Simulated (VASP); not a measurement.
GaP:

```
Ga P
1.0
     0.00000    2.72525    2.72525
     2.72525    0.00000    2.72525
     2.72525    2.72525    0.00000
Ga P
1 1
Direct
  0.00000 0.00000 0.00000
  0.75000 0.75000 0.75000
```

* Program: VASP 6.6.1
* Task: relaxation of cell and atoms
* Functional: revPBE
* Dispersion: D4
* Potentials or basis: VASP PAW PBE potentials, release 64 (Ga_d, P)
* Cutoff: 600 eV
* k mesh: 8 × 8 × 8
* Occupations: fermi-dirac, width 0.05 eV
* Spin: no spin polarisation

At the start: pressure -2.3 GPa; volume 20.24 Å³/atom.

Task: Where does the relaxation end?

Result: Over 3 steps the energy falls by 3.9 meV/atom and the volume is 19.70 Å³/atom (-2.6 %); space group F-43m (No. 216, to 0.1 Å) before and after.

Step by step:
| step | energy change (eV) | largest force (eV/Å) | pressure (GPa) | volume (Å³) |
| --- | --- | --- | --- | --- |
| 1 | 0.0000 | 0.0000 | -2.29 | 40.48 |
| 2 | -0.0052 | 0.0000 | 1.36 | 38.81 |
| 3 | -0.0077 | 0.0000 | -0.03 | 39.41 |

Final structure:
```
Ga P
1.0
     0.00000    2.70099    2.70099
     2.70099    0.00000    2.70099
     2.70099    2.70099    0.00000
Ga P
1 1
Direct
  0.00000 0.00000 0.00000
  0.75000 0.75000 0.75000
```

Caveat: the PAW data sets were made with another functional, which shifts forces and pressure a little.
